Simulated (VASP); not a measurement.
The system is C.

```
C
1.0
     0.00000    1.78337    1.78337
     1.78337    0.00000    1.78337
     1.78337    1.78337    0.00000
C
2
Cartesian
  0.0000 0.0000 0.0000
  0.8917 0.8917 0.8917
```

Base run:

| Quantity | Value |
| --- | --- |
| Program | VASP 6.6.1 |
| Functional | LDA |
| Potentials or basis | VASP PAW LDA potentials, release 64 (C) |
| Cutoff | 520 eV |
| k mesh | 8 × 8 × 8 |
| Occupations | gaussian, width 0.01 eV |
| Spin | no spin polarisation |

Its results: band gap on the k mesh 4.10 eV, indirect (least direct gap 5.54 eV); pressure -11.6 GPa.

Task: The run is repeated on the same cell with these changes: functional from LDA to BLYP; potentials or basis from VASP PAW LDA potentials, release 64 (C) to VASP PAW PBE potentials, release 64 (C). What comes out?

Result: Band gap on the k mesh 4.46 eV, indirect (least direct gap 5.74 eV); pressure 11.7 GPa.

Caveats: the PAW data sets were made with another functional, which shifts forces and pressure a little (some runs).

A k mesh can miss the band edges.
